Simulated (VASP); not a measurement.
# NaI (I4/mmm) in VASP: further runs

Runs on NaI. Level: PBE. Tasks: single point.

Program: VASP 6.6.1. These are calculated values, not measurements. Logs are shortened: lines on timing, memory, paths and dates and some standing lists are left out, and cuts for length are marked.

## 1. The cell of the first run

It takes space group I4/mmm (No. 139, tetragonal). Conventional cell: a = 4.714 Å, b = 4.714 Å, c = 6.279 Å, α = 90.00°, β = 90.00°, γ = 90.00°. Within 4.1 Å of Na (site symmetry 4/mmm) lie 6 I at 3.14 to 3.33 Å. Within 4.1 Å of I (site symmetry 4/mmm) lie 6 Na at 3.14 to 3.33 Å.

## 2. Single point, PBE (strain +0.030 along x and y, -0.030 along z)

File INCAR:

```
SYSTEM = NaI
ALGO     = Normal         ! electronic algorithm
EDIFF    = 1E-7           ! SCF threshold, eV
ENCUT    = 520            ! plane-wave cutoff, eV
GGA      = PE             ! functional
ISIF     = 2              ! what is computed and relaxed
ISMEAR   = 0              ! smearing method
LASPH    = .True.         ! aspherical terms in the spheres
LCHARG   = .True.         ! write CHGCAR
LELF     = .True.         ! ELF
LREAL    = .False.        ! projectors in reciprocal space
LVHAR    = .True.       
LWAVE    = .False.        ! write WAVECAR
NBANDS   = 14             ! bands
NELM     = 60             ! most SCF steps
PREC     = Accurate       ! precision mode
SIGMA    = 0.05           ! smearing width, eV
```

File KPOINTS:

```
k-points
0
Gamma
  6 6 6
  0 0 0
```

File POSCAR:

```
NaI
1.0
    0.0000000000      3.3334920000      3.1393080000
    3.3334920000      0.0000000000      3.1393080000
    3.3334920000      3.3334920000      0.0000000000
Na I
1 1
Direct
    0.0000000000      0.0000000000      0.0000000000
    0.5000000000      0.5000000000      0.5000000000
```

Potentials or basis: VASP PAW PBE potentials, release 64 (Na_pv, I).

Launch:

```sh
$ cat potpaw_PBE.64/Na_pv/POTCAR potpaw_PBE.64/I/POTCAR > POTCAR
$ mpirun -np 1 vasp_std > vasp.out
```

OUTCAR:

```text
SYSTEM = NaI
   EDIFF = 1E-7
   ENCUT = 520
   GGA = PE
   ISIF = 2
   ISMEAR = 0
   LASPH = .True.
   LREAL = .False.
   NELM = 60
   PREC = Accurate

 ion  position               nearest neighbor table
   1  0.000  0.000  0.000-   2 3.14   2 3.14
   2  0.500  0.500  0.500-   1 3.14   1 3.14

  LATTYP: Found a body centered tetragonal cell.
 ALAT       =     4.7142695965
 C/A-ratio  =     1.3318321898

  Lattice vectors:

 A1 = (   0.0000000000,  -3.3334920000,  -3.1393080000)
 A2 = (   0.0000000000,   3.3334920000,  -3.1393080000)
 A3 = (   3.3334920000,   0.0000000000,   3.1393080000)

Analysis of symmetry for initial positions (statically):
=====================================================================
 Subroutine PRICEL returns:
 Original cell was already a primitive cell.

 Routine SETGRP: Setting up the symmetry group for a
 body centered tetragonal supercell.

 Subroutine GETGRP returns: Found 16 space group operations
 (whereof 16 operations were pure point group operations)
 out of a pool of 16 trial point group operations.

The static configuration has the point symmetry D_4h.

Analysis of symmetry for dynamics (positions and initial velocities):
=====================================================================
 Subroutine PRICEL returns:
 Original cell was already a primitive cell.

 Routine SETGRP: Setting up the symmetry group for a
 body centered tetragonal supercell.

 Subroutine GETGRP returns: Found 16 space group operations
 (whereof 16 operations were pure point group operations)
 out of a pool of 16 trial point group operations.

The dynamic configuration has the point symmetry D_4h.

 Subroutine INISYM returns: Found 16 space group operations
 (whereof 16 operations are pure point group operations),
 and found     1 'primitive' translations

----------------------------------------------------------------------------------------

                                     Primitive cell

  volume of cell :      69.7690

  direct lattice vectors                    reciprocal lattice vectors
     0.000000000  3.333492000  3.139308000    -0.149992860  0.149992860  0.159270769
     3.333492000  0.000000000  3.139308000     0.149992860 -0.149992860  0.159270769
     3.333492000  3.333492000  0.000000000     0.149992860  0.149992860 -0.159270769

  length of vectors
     4.579019942  4.579019942  4.714269596     0.265260050  0.265260050  0.265260050

[... 85 lines left out ...]
   NFREE  =      0    steps in history (QN), initial steepest desc. (CG)
   ISIF   =      2    stress and relaxation
   ISYM   =      2    0-nonsym 1-usesym 2-fastsym
   POTIM  = 0.5000    time-step for ionic-motion
   TEBEG  =    0.0;   TEEND  =   0.0 temperature during run
   PSTRESS=    0.0 pullay stress
   NELECT =      14.0000    total number of electrons
   NUPDOWN=      -1.0000    fix difference up-down
   EMIN   =  10.00;   EMAX   =-10.00  energy-range for DOS
   EFERMI =   0.00;   METHOD = LEGACY
   ISMEAR =     0;   SIGMA  =   0.05  broadening in eV -4-tet -1-fermi 0-gaus
   EFERMI_NEDOS =   21; number of points for ismear=-14 and -15
   IALGO  =     38    algorithm
   IMIX   =      4    mixing-type and parameters
     AMIX     =   0.40;   BMIX     =  1.00
     AMIX_MAG =   1.60;   BMIX_MAG =  1.00
  volume/ion in A,a.u.               =      34.88       235.41
  Fermi-wavevector in a.u.,A,eV,Ry     =   0.958436  1.811182 12.498314  0.918600
  Thomas-Fermi vector in A             =   2.087543
   LORBIT       =      0    0 simple, 1 ext, 2 COOP (PROOUT), +10 PAW based schemes
   GGA     = PE    functional components
   LHFCALC =     F    Hartree Fock is set to
   AEXX    =    0.0000 exact exchange contribution
   IVDW    =     0    specifies the selected vdW correction
   LEPSILON=     F    determine dielectric tensor
   LRPA    =     F    only Hartree local field effects (RPA)
 non-spin polarized calculation
 Gauss-broadening in eV      SIGMA  =   0.05
  energy-cutoff  :      520.00
  volume of cell :       69.77
 maximum number of plane-waves:      1899
 NGX is ok and might be reduce to    36
   NGX = 17   NGY = 17   NGZ = 17

 number of electron      13.9999996 magnetization

 Free energy of the ion-electron system (eV)
  ---------------------------------------------------
  ext. energy  EPLUGINS =         0.00000000
  ---------------------------------------------------
  free energy    TOTEN  =        -5.37531097 eV

  energy without entropy =       -5.37531097  energy(sigma->0) =       -5.37531097

 E-fermi :   0.8795     XC(G=0):  -7.5851

 val. band max:        0.6360480139   @ k =   0.0000   0.0000   0.0000
 cond. band min:       4.1840909594   @ k =   0.0000   0.0000   0.0000
 fundamental gap:      3.5480429455
 Fermi energy:         0.8795460907

 k-point     1 :       0.0000    0.0000    0.0000
  band No.  band energies     occupation
      1     -21.8601      2.00000
      2     -21.8601      2.00000
      3     -21.8548      2.00000
      4     -10.3403      2.00000
      5       0.5485      2.00000
      6       0.6360      2.00000
      7       0.6360      2.00000
      8       4.1841      0.00000
      9       8.4273      0.00000
     10       8.4273      0.00000
     11       8.8091      0.00000
     12       9.9900      0.00000
     13      10.5967      0.00000
     14      11.0455      0.00000
[... 377 lines left out ...]
      1     -21.8631      2.00000
      2     -21.8613      2.00000
      3     -21.8565      2.00000
      4     -10.0123      2.00000
      5      -1.0694      2.00000
      6      -0.3203      2.00000
      7       0.0674      2.00000
      8       5.6547      0.00000
      9       6.8611      0.00000
     10       8.9678      0.00000
     11      10.0915      0.00000
     12      11.3191      0.00000
     13      12.8453      0.00000
     14      13.6327      0.00000

 [... further k-points ...]
[... 5 lines left out ...]
  --------------------------------------------------------------------------------------
  -------------------------------------------------------------------------------------
  Total       -0.1625078     -0.1625078      0.4716735      0.0000000      0.0000000     -0.0000000
  in kB       -3.7318316     -3.7318316     10.8315171      0.0000000      0.0000000     -0.0000000
  external PRESSURE =       1.1226180 kB  Pullay stress =       0.0000000 kB

 VOLUME and BASIS-vectors are now :
 -----------------------------------------------------------------------------
  energy-cutoff  :      520.00
  volume of cell :       69.77
      direct lattice vectors                 reciprocal lattice vectors
     0.000000000  3.333492000  3.139308000    -0.149992860  0.149992860  0.159270769
     3.333492000  0.000000000  3.139308000     0.149992860 -0.149992860  0.159270769
     3.333492000  3.333492000  0.000000000     0.149992860  0.149992860 -0.159270769

 POSITION                                       TOTAL-FORCE (eV/Angst)
 -----------------------------------------------------------------------------------
      0.00000      0.00000      0.00000        -0.000000      0.000000      0.000000
      3.33349      3.33349      3.13931         0.000000     -0.000000     -0.000000
 -----------------------------------------------------------------------------------
    total drift:                                0.000000      0.000000      0.000000

  FREE ENERGIE OF THE ION-ELECTRON SYSTEM (eV)
  ---------------------------------------------------
  free  energy   TOTEN  =        -5.3753109665 eV

  energy  without entropy=       -5.3753109665  energy(sigma->0) =       -5.37531097
```

stdout:

```text
POSCAR found type information on POSCAR NaI
 POSCAR found :  2 types and       2 ions
 scaLAPACK will be used
 LDA part: xc-table for (Slater+PW92), standard interpolation
 POSCAR, INCAR and KPOINTS ok, starting setup
 FFT: planning ... GRIDC
 FFT: planning ... GRID_SOFT
 FFT: planning ... GRID
 WAVECAR not read
 entering main loop
```

It took 23 s on 1 thread of Intel Xeon Platinum 8259CL at 2.50GHz (Skylake/Cascade Lake), shared host; peak memory 0.21 GiB.

What came out:

| Quantity | Value |
| --- | --- |
| Free energy | -5.3753 eV |
| Pressure | 0.1 GPa |
| Band gap on the k mesh | 3.55 eV |

Caveat: the cell differs from its parent crystal (strain +0.030 along x and y, -0.030 along z); spin-orbit coupling is left out, which moves the levels of the heavy elements.

## 3. Single point, PBE (strain +0.030 along x and y, +0.000 along z)

File INCAR:

```
PREC = Accurate
ENCUT = 520
EDIFF = 1E-6
ISMEAR = 0
SIGMA = 0.05
LREAL = F
LASPH = T
NELM = 80
ALGO = Normal
ISIF = 2
LWAVE = F
LCHARG = F
GGA = PE
NBANDS = 14
```

File KPOINTS:

```
Automatic mesh
0
Gamma
  6 6 6
```

File POSCAR:

```
NaI
1.0
    0.0000000000      3.3334920000      3.2364000000
    3.3334920000      0.0000000000      3.2364000000
    3.3334920000      3.3334920000      0.0000000000
Na I
1 1
Direct
    0.0000000000      0.0000000000      0.0000000000
    0.5000000000      0.5000000000      0.5000000000
```

Potentials or basis: VASP PAW PBE potentials, release 64 (Na_pv, I).

Launch:

```sh
$ cat potpaw_PBE.64/Na_pv/POTCAR potpaw_PBE.64/I/POTCAR > POTCAR
$ mpirun -np 1 vasp_std > vasp.out
```

It took 20 s on 1 thread of Intel Xeon Platinum 8259CL at 2.50GHz (Skylake/Cascade Lake), shared host; peak memory 0.21 GiB.

The run converged. Its results:

```
Free energy            : -5.3818 eV
Pressure               : -0.4 GPa
Band gap on the k mesh : 3.48 eV
```

Stress tensor (GPa, compression positive):
```
-0.61  0.00  0.00
 0.00 -0.61  0.00
 0.00  0.00 -0.06
```

Levels at points of the mesh, in eV from the valence-band top:
```
           k point  band 3  band 4  band 5  band 6  band 7  band 8  band 9  band 10  band 11  band 12
(0.00, 0.00, 0.00)  -22.53  -10.89   -0.04    0.00    0.00    3.48    7.85     7.85     8.04     9.48
(0.50, 0.00, 0.00)  -22.53  -10.63   -1.99   -0.28   -0.24    5.06    7.27     7.49     8.29    10.15
(0.50, 0.50, 0.00)  -22.53  -10.55   -1.73   -0.72   -0.72    4.42    5.60     9.63    10.85    10.85
(0.50, 0.00, 0.50)  -22.53  -10.57   -1.73   -0.72   -0.60    4.44    5.67     9.41    10.76    11.21
```

Caveat: the cell differs from its parent crystal (strain +0.030 along x and y, +0.000 along z); spin-orbit coupling is left out, which moves the levels of the heavy elements.

## 4. Single point, PBE (strain +0.030 along x and y, -0.015 along z)

File INCAR:

```
SYSTEM = NaI
ALGO = Normal
EDIFF = 1E-6
ENCUT = 520
GGA = PE
ISIF = 2
ISMEAR = 0
LASPH = .TRUE.
LCHARG = .FALSE.
LREAL = .FALSE.
LWAVE = .FALSE.
NBANDS = 14
NELM = 100
PREC = Accurate
SIGMA = 0.05
```

File KPOINTS:

```
k-points
0
G
  6 6 6
  0 0 0
```

File POSCAR:

```
NaI
1.0
    0.0000000000      3.3334920000      3.1878540000
    3.3334920000      0.0000000000      3.1878540000
    3.3334920000      3.3334920000      0.0000000000
Na I
1 1
Direct
    0.0000000000      0.0000000000      0.0000000000
    0.5000000000      0.5000000000      0.5000000000
```

Potentials or basis: VASP PAW PBE potentials, release 64 (Na_pv, I).

Launch:

```sh
$ cat potpaw_PBE.64/Na_pv/POTCAR potpaw_PBE.64/I/POTCAR > POTCAR
$ mpirun -np 1 vasp_std > vasp.out
```

OUTCAR:

```text
SYSTEM = NaI
   EDIFF = 1E-6
   ENCUT = 520
   GGA = PE
   ISIF = 2
   ISMEAR = 0
   LASPH = .TRUE.
   LREAL = .FALSE.
   NELM = 100
   PREC = Accurate

 ion  position               nearest neighbor table
   1  0.000  0.000  0.000-
   2  0.500  0.500  0.500-

  LATTYP: Found a body centered tetragonal cell.
 ALAT       =     4.7142695965
 C/A-ratio  =     1.3524275329

  Lattice vectors:

 A1 = (   0.0000000000,  -3.3334920000,  -3.1878540000)
 A2 = (   0.0000000000,   3.3334920000,  -3.1878540000)
 A3 = (   3.3334920000,   0.0000000000,   3.1878540000)

Analysis of symmetry for initial positions (statically):
=====================================================================
 Subroutine PRICEL returns:
 Original cell was already a primitive cell.

 Routine SETGRP: Setting up the symmetry group for a
 body centered tetragonal supercell.

 Subroutine GETGRP returns: Found 16 space group operations
 (whereof 16 operations were pure point group operations)
 out of a pool of 16 trial point group operations.

The static configuration has the point symmetry D_4h.

Analysis of symmetry for dynamics (positions and initial velocities):
=====================================================================
 Subroutine PRICEL returns:
 Original cell was already a primitive cell.

 Routine SETGRP: Setting up the symmetry group for a
 body centered tetragonal supercell.

 Subroutine GETGRP returns: Found 16 space group operations
 (whereof 16 operations were pure point group operations)
 out of a pool of 16 trial point group operations.

The dynamic configuration has the point symmetry D_4h.

 Subroutine INISYM returns: Found 16 space group operations
 (whereof 16 operations are pure point group operations),
 and found     1 'primitive' translations

----------------------------------------------------------------------------------------

                                     Primitive cell

  volume of cell :      70.8479

[... 113 lines left out ...]
   GGA     = PE    functional components
   LHFCALC =     F    Hartree Fock is set to
   AEXX    =    0.0000 exact exchange contribution
   IVDW    =     0    specifies the selected vdW correction
   LEPSILON=     F    determine dielectric tensor
   LRPA    =     F    only Hartree local field effects (RPA)
 non-spin polarized calculation
 Gauss-broadening in eV      SIGMA  =   0.05
  energy-cutoff  :      520.00
  volume of cell :       70.85
 maximum number of plane-waves:      1923
 NGX is ok and might be reduce to    36
   NGX = 17   NGY = 17   NGZ = 17

 number of electron      13.9999997 magnetization

 Free energy of the ion-electron system (eV)
  ---------------------------------------------------
  ext. energy  EPLUGINS =         0.00000000
  ---------------------------------------------------
  free energy    TOTEN  =        -5.38049071 eV

  energy without entropy =       -5.38049071  energy(sigma->0) =       -5.38049071

 E-fermi :   0.7983     XC(G=0):  -7.5262

 val. band max:        0.5285318764   @ k =   0.0000   0.0000   0.0000
 cond. band min:       4.0416473584   @ k =   0.0000   0.0000   0.0000
 fundamental gap:      3.5131154820
 Fermi energy:         0.7982680797

 k-point     1 :       0.0000    0.0000    0.0000
  band No.  band energies     occupation
      1     -21.9845      2.00000
      2     -21.9845      2.00000
      3     -21.9800      2.00000
      4     -10.4028      2.00000
      5       0.4651      2.00000
      6       0.5285      2.00000
      7       0.5285      2.00000
      8       4.0416      0.00000
      9       8.3502      0.00000
     10       8.3502      0.00000
     11       8.6324      0.00000
     12       9.9474      0.00000
     13      10.3996      0.00000
     14      10.9213      0.00000
[... 377 lines left out ...]
      1     -21.9873      2.00000
      2     -21.9856      2.00000
      3     -21.9815      2.00000
      4     -10.0871      2.00000
      5      -1.1268      2.00000
      6      -0.3881      2.00000
      7      -0.0369      2.00000
      8       5.5211      0.00000
      9       6.7475      0.00000
     10       8.8336      0.00000
     11       9.9415      0.00000
     12      11.0985      0.00000
     13      12.7515      0.00000
     14      13.4619      0.00000

 [... further k-points ...]
[... 5 lines left out ...]
  --------------------------------------------------------------------------------------
  -------------------------------------------------------------------------------------
  Total       -0.2189951     -0.2189951      0.2016893      0.0000000      0.0000000      0.0000000
  in kB       -4.9524219     -4.9524219      4.5610643      0.0000000      0.0000000      0.0000000
  external PRESSURE =      -1.7812598 kB  Pullay stress =       0.0000000 kB

 VOLUME and BASIS-vectors are now :
 -----------------------------------------------------------------------------
  energy-cutoff  :      520.00
  volume of cell :       70.85
      direct lattice vectors                 reciprocal lattice vectors
     0.000000000  3.333492000  3.187854000    -0.149992860  0.149992860  0.156845326
     3.333492000  0.000000000  3.187854000     0.149992860 -0.149992860  0.156845326
     3.333492000  3.333492000  0.000000000     0.149992860  0.149992860 -0.156845326

 POSITION                                       TOTAL-FORCE (eV/Angst)
 -----------------------------------------------------------------------------------
      0.00000      0.00000      0.00000        -0.000000      0.000000      0.000000
      3.33349      3.33349      3.18785         0.000000     -0.000000      0.000000
 -----------------------------------------------------------------------------------
    total drift:                                0.000000      0.000000      0.000000

  FREE ENERGIE OF THE ION-ELECTRON SYSTEM (eV)
  ---------------------------------------------------
  free  energy   TOTEN  =        -5.3804907110 eV

  energy  without entropy=       -5.3804907110  energy(sigma->0) =       -5.38049071
```

OSZICAR:

```text
N       E                     dE             d eps       ncg     rms          rms(c)
DAV:   1     0.816101971128E+02    0.81610E+02   -0.65058E+03   848   0.883E+02
DAV:   2     0.105371831372E+01   -0.80556E+02   -0.75182E+02   894   0.219E+02
DAV:   3    -0.529778450604E+01   -0.63515E+01   -0.63098E+01  1068   0.605E+01
DAV:   4    -0.545150353827E+01   -0.15372E+00   -0.15368E+00  1072   0.964E+00
DAV:   5    -0.545542860950E+01   -0.39251E-02   -0.39250E-02  1124   0.153E+00    0.159E+00
DAV:   6    -0.538787343238E+01    0.67555E-01   -0.79115E-02  1032   0.160E+00    0.107E+00
DAV:   7    -0.537817234905E+01    0.97011E-02   -0.69908E-02  1080   0.133E+00    0.616E-01
DAV:   8    -0.538051678793E+01   -0.23444E-02   -0.58955E-03   942   0.595E-01    0.178E-01
DAV:   9    -0.538047345057E+01    0.43337E-04   -0.20588E-04  1104   0.122E-01    0.455E-02
DAV:  10    -0.538048925317E+01   -0.15803E-04   -0.41507E-05   996   0.623E-02    0.107E-02
DAV:  11    -0.538049031569E+01   -0.10625E-05   -0.42625E-06  1080   0.194E-02    0.193E-03
DAV:  12    -0.538049071095E+01   -0.39527E-06   -0.56798E-07   914   0.539E-03
   1 F= -.53804907E+01 E0= -.53804907E+01  d E =-.599327E-16
```

Run time: 20 s. Hardware: 1 thread of Intel Xeon Platinum 8259CL at 2.50GHz (Skylake/Cascade Lake), shared host; peak memory 0.21 GiB.

What came out:

```yaml
Free_energy: -5.3805 eV
Pressure: -0.2 GPa
Band_gap_on_the_k_mesh: 3.51 eV
```

Levels at points of the mesh, in eV from the valence-band top:
```
           k point  band 3  band 4  band 5  band 6  band 7  band 8  band 9  band 10  band 11  band 12
(0.00, 0.00, 0.00)  -22.51  -10.93   -0.06    0.00    0.00    3.51    7.82     7.82     8.10     9.42
(0.50, 0.00, 0.00)  -22.51  -10.66   -2.05   -0.31   -0.25    5.06    7.22     7.57     8.40    10.18
(0.50, 0.50, 0.00)  -22.51  -10.56   -1.78   -0.77   -0.77    4.42    5.54     9.79    10.90    10.90
(0.50, 0.00, 0.50)  -22.51  -10.60   -1.78   -0.76   -0.59    4.46    5.65     9.46    10.75    11.34
```

Caveat: the cell differs from its parent crystal (strain +0.030 along x and y, -0.015 along z); spin-orbit coupling is left out, which moves the levels of the heavy elements.

## 5. Summary

| cell | gap on the mesh (eV) | pressure (GPa) |
| --- | --- | --- |
| a = 4.579, b = 4.579, c = 4.714 Å, angles 59.0, 59.0, 62.0°, 2 atoms | 3.55 | 0.1 |
| a = 4.646, b = 4.646, c = 4.714 Å, angles 59.5, 59.5, 61.0°, 2 atoms | 3.48 | -0.4 |
| a = 4.612, b = 4.612, c = 4.714 Å, angles 59.3, 59.3, 61.5°, 2 atoms | 3.51 | -0.2 |

Alike in all rows: task single point; level PBE; potentials or basis VASP PAW PBE potentials, release 64 (Na_pv, I); no spin polarisation; k mesh 6 × 6 × 6; cutoff (eV) 520; smearing gaussian 0.05 eV.

Caveats: spin-orbit coupling is left out, which moves the levels of the heavy elements.

Absolute energies hang on the potentials; compare differences alone.
